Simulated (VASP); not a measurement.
# WSe2 (P6_3/mmc) in VASP: notebook, part 3 of 3

VASP 6.6.1. The steps go on from the part before.

### 4 Single point, PBE (equal strain along all axes, cell held: -1.0 %, then relaxed in part)

INCAR

```
PREC = Accurate
ENCUT = 520
EDIFF = 1E-6
ISMEAR = 0
SIGMA = 0.02
LREAL = False
LASPH = True
NELM = 80
ALGO = Normal
ISIF = 2
LWAVE = False
LCHARG = False
GGA = PE
NBANDS = 35
```

KPOINTS

```
regular mesh
0
Gamma
  12 12 2
```

POSCAR

```
WSe2
1.0
    3.2877768125      0.0000000000      0.0000000000
   -1.6438884063      2.8472982416      0.0000000000
    0.0000000000      0.0000000000     14.8933826923
W Se
2 4
Direct
    0.6666666667      0.3333333333      0.7500000000
    0.3333333333      0.6666666667      0.2500000000
    0.3333333333      0.6666666667      0.8635178742
    0.6666666667      0.3333333333      0.3635178742
    0.3333333333      0.6666666667      0.6364821258
    0.6666666667      0.3333333333      0.1364821258
```

Potentials or basis: VASP PAW PBE potentials, release 64 (W_sv, Se).

Launch:

```console
> cat potpaw_PBE.64/W_sv/POTCAR potpaw_PBE.64/Se/POTCAR > POTCAR
> mpirun -np 1 vasp_std > vasp.out
```

OUTCAR:

```text
PREC = Accurate
   ENCUT = 520
   EDIFF = 1E-6
   ISMEAR = 0
   LREAL = False
   LASPH = True
   NELM = 80
   ISIF = 2
   GGA = PE

 ion  position               nearest neighbor table
   1  0.667  0.333  0.750-   3 2.54   5 2.54   3 2.54   5 2.54   3 2.54   5 2.54
   2  0.333  0.667  0.250-   4 2.54   6 2.54   4 2.54   6 2.54   4 2.54   6 2.54
   3  0.333  0.667  0.864-   1 2.54   1 2.54   1 2.54
   4  0.667  0.333  0.364-   2 2.54   2 2.54   2 2.54
   5  0.333  0.667  0.636-   1 2.54   1 2.54   1 2.54
   6  0.667  0.333  0.136-   2 2.54   2 2.54   2 2.54

  LATTYP: Found a hexagonal cell.
 ALAT       =     3.2877768125
 C/A-ratio  =     4.5299250958

  Lattice vectors:

 A1 = (   3.2877768125,   0.0000000000,   0.0000000000)
 A2 = (  -1.6438884063,   2.8472982416,   0.0000000000)
 A3 = (   0.0000000000,   0.0000000000,  14.8933826923)

Analysis of symmetry for initial positions (statically):
=====================================================================
 Subroutine PRICEL returns:
 Original cell was already a primitive cell.

 Routine SETGRP: Setting up the symmetry group for a
 hexagonal supercell.

 Subroutine GETGRP returns: Found 24 space group operations
 (whereof 12 operations were pure point group operations)
 out of a pool of 24 trial point group operations.

The static configuration has the point symmetry D_3d.
 The point group associated with its full space group is D_6h.

Analysis of symmetry for dynamics (positions and initial velocities):
=====================================================================
 Subroutine PRICEL returns:
 Original cell was already a primitive cell.

 Routine SETGRP: Setting up the symmetry group for a
 hexagonal supercell.

 Subroutine GETGRP returns: Found 24 space group operations
 (whereof 12 operations were pure point group operations)
 out of a pool of 24 trial point group operations.

The dynamic configuration has the point symmetry D_3d.
[... 129 lines left out ...]
  volume/ion in A,a.u.               =      23.24       156.81
  Fermi-wavevector in a.u.,A,eV,Ry     =   1.178419  2.226889 18.894020  1.388671
  Thomas-Fermi vector in A             =   2.314748
   LORBIT       =      0    0 simple, 1 ext, 2 COOP (PROOUT), +10 PAW based schemes
   GGA     = PE    functional components
   LHFCALC =     F    Hartree Fock is set to
   AEXX    =    0.0000 exact exchange contribution
   IVDW    =     0    specifies the selected vdW correction
   LEPSILON=     F    determine dielectric tensor
   LRPA    =     F    only Hartree local field effects (RPA)
 non-spin polarized calculation
 Gauss-broadening in eV      SIGMA  =   0.02
  energy-cutoff  :      520.00
  volume of cell :      139.42
 maximum number of plane-waves:      3798
   NGX = 13   NGY = 13   NGZ = 55

 number of electron      51.9999988 magnetization

 Free energy of the ion-electron system (eV)
  ---------------------------------------------------
  ext. energy  EPLUGINS =         0.00000000
  ---------------------------------------------------
  free energy    TOTEN  =       -43.23612480 eV

  energy without entropy =      -43.23612480  energy(sigma->0) =      -43.23612480

 E-fermi :   4.9227     XC(G=0):  -9.7928

 val. band max:        4.5889512869   @ k =   0.3333   0.3333   0.0000
 cond. band min:       5.9624255777   @ k =   0.1667   0.1667   0.0000
 fundamental gap:      1.3734742908
 Fermi energy:         4.9226992482

 k-point     1 :       0.0000    0.0000    0.0000
  band No.  band energies     occupation
      1     -69.4926      2.00000
      2     -69.4926      2.00000
      3     -33.7336      2.00000
      4     -33.7336      2.00000
      5     -33.6006      2.00000
      6     -33.6006      2.00000
[... 901 lines left out ...]
     34       8.7628      0.00000
     35      10.5361      0.00000

 [... further k-points ...]

------------------------ aborting loop because EDIFF is reached ----------------------------------------

  FORCE on cell =-STRESS in cart. coord.  units (eV):
  Direction    XX          YY          ZZ          XY          YZ          ZX
  --------------------------------------------------------------------------------------
  -------------------------------------------------------------------------------------
  Total        1.9283324      1.9283324      0.3326958     -0.0000000     -0.0000000      0.0000000
  in kB       22.1596979     22.1596979      3.8232202     -0.0000000     -0.0000000      0.0000000
  external PRESSURE =      16.0475387 kB  Pullay stress =       0.0000000 kB

 VOLUME and BASIS-vectors are now :
 -----------------------------------------------------------------------------
  energy-cutoff  :      520.00
  volume of cell :      139.42
      direct lattice vectors                 reciprocal lattice vectors
     3.287776813  0.000000000  0.000000000     0.304156899  0.175605068  0.000000000
    -1.643888406  2.847298242  0.000000000     0.000000000  0.351210135  0.000000000
     0.000000000  0.000000000 14.893382692     0.000000000  0.000000000  0.067143914

 POSITION                                       TOTAL-FORCE (eV/Angst)
 -----------------------------------------------------------------------------------
      1.64389      0.94910     11.17004         0.000000     -0.000000      0.000000
     -0.00000      1.89820      3.72335        -0.000000     -0.000000      0.000000
     -0.00000      1.89820     12.86070         0.000000     -0.000000      0.041684
      1.64389      0.94910      5.41401        -0.000000      0.000000      0.041684
     -0.00000      1.89820      9.47937         0.000000     -0.000000     -0.041684
      1.64389      0.94910      2.03268        -0.000000      0.000000     -0.041684
 -----------------------------------------------------------------------------------
    total drift:                               -0.000000      0.000000     -0.000000

  FREE ENERGIE OF THE ION-ELECTRON SYSTEM (eV)
  ---------------------------------------------------
  free  energy   TOTEN  =       -43.2361248004 eV

  energy  without entropy=      -43.2361248004  energy(sigma->0) =      -43.23612480
```

Wall time 79 s (1 thread of Intel Xeon 6975P-C (Granite Rapids), shared host); peak memory 0.32 GiB.

What came out:

```
Free energy            : -43.2361 eV
Pressure               : 1.6 GPa
Largest force          : 0.042 eV/Å
Band gap on the k mesh : 1.37 eV (least direct gap 1.64 eV)
```

Forces in eV/Å, atoms in the order of the input:
```
W    0.000  0.000  0.000
W    0.000  0.000  0.000
Se   0.000  0.000  0.042
Se   0.000  0.000  0.042
Se   0.000  0.000 -0.042
Se   0.000  0.000 -0.042
```

Caveat: the cell differs from its parent crystal (equal strain along all axes, cell held: -1.0 %, then relaxed in part); spin-orbit coupling is left out, which moves the levels of the heavy elements; this functional lacks dispersion, which binds layers or chains, so the pressure and a relaxed spacing across them are unreliable.

### 5 Single point, PBE

This run uses another cell than the first one, of 23.95 Å³/atom.

INCAR

```
PREC = Accurate
ENCUT = 520
EDIFF = 1E-6
ISMEAR = 0
SIGMA = 0.02
LREAL = F
LASPH = T
NELM = 80
ALGO = Normal
ISIF = 2
LWAVE = F
LCHARG = F
GGA = PE
NBANDS = 35
```

KPOINTS

```
Automatic mesh
0
Gamma
  12 12 2
```

POSCAR

```
WSe2
1.0
    3.3209866793      0.0000000000      0.0000000000
   -1.6604933396      2.8760588299      0.0000000000
    0.0000000000      0.0000000000     15.0438209013
W Se
2 4
Direct
    0.6666666667      0.3333333333      0.7500000000
    0.3333333333      0.6666666667      0.2500000000
    0.3333333333      0.6666666667      0.8615431190
    0.6666666667      0.3333333333      0.3615431190
    0.3333333333      0.6666666667      0.6384568810
    0.6666666667      0.3333333333      0.1384568810
```

Launch:

```console
> cat potpaw_PBE.64/W_sv/POTCAR potpaw_PBE.64/Se/POTCAR > POTCAR
> mpirun -np 1 vasp_std > vasp.out
```

It took 2 min on 1 thread of Intel Xeon 6975P-C (Granite Rapids), shared host; peak memory 0.37 GiB.

It converged, with:

```
Free energy            : -43.2562 eV
Pressure               : 0.3 GPa
Largest force          : 0.045 eV/Å
Band gap on the k mesh : 1.46 eV (least direct gap 1.52 eV)
```

Forces in eV/Å, atoms in the order of the input:
```
W    0.000  0.000  0.000
W    0.000  0.000  0.000
Se   0.000  0.000  0.045
Se   0.000  0.000  0.045
Se   0.000  0.000 -0.045
Se   0.000  0.000 -0.045
```

Stress tensor (GPa, compression positive):
```
0.22 0.00 0.00
0.00 0.22 0.00
0.00 0.00 0.35
```

Levels at points of the mesh, in eV from the valence-band top:
| k point | band 23 | band 24 | band 25 | band 26 | band 27 | band 28 | band 29 | band 30 |
| --- | --- | --- | --- | --- | --- | --- | --- | --- |
| (0.00, 0.00, 0.00) | -1.26 | -1.26 | -0.57 | -0.08 | 2.87 | 2.87 | 2.88 | 2.88 |
| (0.50, 0.00, 0.00) | -1.02 | -1.00 | -0.99 | -0.96 | 2.32 | 2.32 | 2.63 | 2.74 |
| (0.00, 0.00, 0.50) | -1.26 | -1.26 | -0.26 | -0.26 | 2.87 | 2.87 | 2.87 | 2.87 |
| (0.50, 0.00, 0.50) | -1.01 | -1.01 | -0.97 | -0.97 | 2.32 | 2.32 | 2.69 | 2.69 |

Caveat: spin-orbit coupling is left out, which moves the levels of the heavy elements; this functional lacks dispersion, which binds layers or chains, so the pressure and a relaxed spacing across them are unreliable.

### 6 Summary

| cell | gap on the mesh (eV) | pressure (GPa) | largest force (eV/Å) |
| --- | --- | --- | --- |
| a = 3.221, b = 3.221, c = 14.593 Å, angles 90.0, 90.0, 120.0°, 6 atoms, atomic positions A | 1.20 | 4.9 | 0.05 |
| a = 3.255, b = 3.255, c = 14.743 Å, angles 90.0, 90.0, 120.0°, 6 atoms, atomic positions B | 1.29 | 3.1 | 0.05 |
| a = 3.288, b = 3.288, c = 14.893 Å, angles 90.0, 90.0, 120.0°, 6 atoms, atomic positions C | 1.37 | 1.6 | 0.04 |
| a = 3.321, b = 3.321, c = 15.044 Å, angles 90.0, 90.0, 120.0°, 6 atoms, atomic positions D | 1.46 | 0.3 | 0.05 |

Alike in all rows: task single point; level PBE; potentials or basis VASP PAW PBE potentials, release 64 (W_sv, Se); no spin polarisation; k mesh 12 × 12 × 2; cutoff (eV) 520; smearing gaussian 0.02 eV.

Caveats: spin-orbit coupling is left out, which moves the levels of the heavy elements; this functional lacks dispersion, which binds layers or chains, so the pressure and a relaxed spacing across them are unreliable; the stress differs along the axes, from 1 to 7 GPa (at least some runs); the cell stands under pressure (at least some runs).

Absolute energies hang on the potentials; compare differences alone.
